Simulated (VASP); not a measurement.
A run of VASP 6.6.1 is set up as follows.

The input INCAR:

```
  PREC = Accurate
  ENCUT = 520
  EDIFF = 1E-6
  ISMEAR = 0
  SIGMA = 0.15
  LREAL = False
  LASPH = True
  NELM = 80
  ALGO = Fast
  ISIF = 2
  LWAVE = False
  LCHARG = False
  GGA = PS
  NBANDS = 42
```

File KPOINTS:

```
Automatic mesh
0
Gamma
  18 18 4
```

POSCAR

```
Au
1.0
    2.0455000000     -2.0455000000      0.0000000000
    2.0455000000      0.0000000000     -2.0455000000
   11.9322197000      6.3068901500      6.3068901500
Au
6
Direct
    0.5902902783      0.5902902783      0.0833166667
   -0.8402930550     -0.8402930550      0.9166500000
    0.1041736117      0.1041736117      0.2499833333
    0.1319402783      0.1319402783      0.5833166667
   -0.3819430550     -0.3819430550      0.4166500000
   -0.3541763883     -0.3541763883      0.7499833333
```

Potentials or basis: VASP PAW PBE potentials, release 64 (Au).

Run with:

```sh
$ cat potpaw_PBE.64/Au/POTCAR > POTCAR
$ mpirun -np 1 vasp_std > vasp.out
```

Q: What does it give for the largest force?

A: 0.200 eV/Å.

Q: Predict the pressure.

A: -1.0 GPa.

Q: Predict the band gap on the k mesh.

A: Zero (bands 33 and 34 overlap by 4.94 eV).

Forces in eV/Å, atoms in the order of the input:
```
Au   0.189  0.047  0.047
Au  -0.189 -0.047 -0.047
Au  -0.010  0.017  0.017
Au  -0.001  0.000  0.000
Au   0.001  0.000  0.000
Au   0.010 -0.017 -0.017
```

Caveat: the cell differs from its parent crystal (the part above a cut slid along it); the PAW data sets were made with another functional, which shifts forces and pressure a little; spin-orbit coupling is left out, which moves the levels of the heavy elements.
